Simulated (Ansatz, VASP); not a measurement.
**One calculation of Ge, two programs**

POSCAR

```
Ge
1.0
    0.0000000000      2.8289100000      2.8289100000
    2.8289100000      0.0000000000      2.8289100000
    2.8289100000      2.8289100000      0.0000000000
Ge
2
Direct
    0.7500000000      0.7500000000      0.7500000000
    0.5000000000      0.5000000000      0.5000000000
```

The input INCAR.step1:

```
PREC = Accurate
ENCUT = 520
EDIFF = 1E-5
ISMEAR = -1
SIGMA = 0.05
LREAL = False
LASPH = True
NELM = 60
ALGO = Normal
ISIF = 2
LWAVE = True
NBANDS = 21
GGA = PE
```

Contents of INCAR.step2:

```
PREC = Accurate
ENCUT = 520
EDIFF = 1E-6
ISMEAR = -1
SIGMA = 0.05
LREAL = False
LASPH = True
NELM = 60
ALGO = Normal
ISIF = 2
LWAVE = False
LCHARG = True
GGA = PE
LHFCALC = True
AEXX = 0.5
PRECFOCK = Normal
LELF = True
LVHAR = True
NBANDS = 21
ISTART = 1
```

File KPOINTS:

```
Automatic mesh
0
Gamma
  5 5 5
```

Contents of input.yaml:

```yaml
crystal:
  lattice:
    - [0.0, 2.82891, 2.82891]
    - [2.82891, 0.0, 2.82891]
    - [2.82891, 2.82891, 0.0]
  atoms:
    - { symbol: Ge, position: [0.75, 0.75, 0.75] }
    - { symbol: Ge, position: [0.5, 0.5, 0.5] }
hamiltonian:
  xc: { exchange: pbe, correlation: pbe, exx: { coeff: 0.5 } }
  pseudopotentials: { kind: paw }
kpoints:
  mp_grid: { grid: [5, 5, 5] }
scf:
  occupations: { method: fermi_dirac, width: 0.05 }
output:
  forces: true
  stress: true
  eigenvalues: true
  write_density: true
  write_potential: true
  elf: true
  volumetric_format: npy
```

Alike in both runs: task single point; functional PBE-based global hybrid with a share of 0.5 of exact exchange; k mesh 5 × 5 × 5; occupations fermi-dirac, width 0.05 eV; no spin polarisation.

|  | VASP | Ansatz |
| --- | --- | --- |
| version | VASP 6.6.1 | Ansatz 0.2.0 |
| potentials or method | VASP PAW PBE potentials, release 64 (Ge_d) | Ansatz PAW |
| plane-wave cutoff (eV) | 520 | 420 |
| valence electrons in the cell | 28 | 28 |

Ansatz gave:

| Quantity | Value |
| --- | --- |
| gap on the k mesh at the Fermi level (eV) | 2.95 |
| least direct gap on the mesh (eV) | 3.18 |
| pressure (GPa) | -1.6 |

Q: Which values does VASP return?

A: gap on the k mesh at the Fermi level (eV): 3.02; least direct gap on the mesh (eV): 3.28; pressure (GPa): -1.7.

VASP's potentials were made for PBE, not for PBE-based global hybrid.

Noted on Ansatz's run: odd divisions of the mesh miss points on the zone boundary, where band edges often lie, so the gap on the mesh can be too wide.
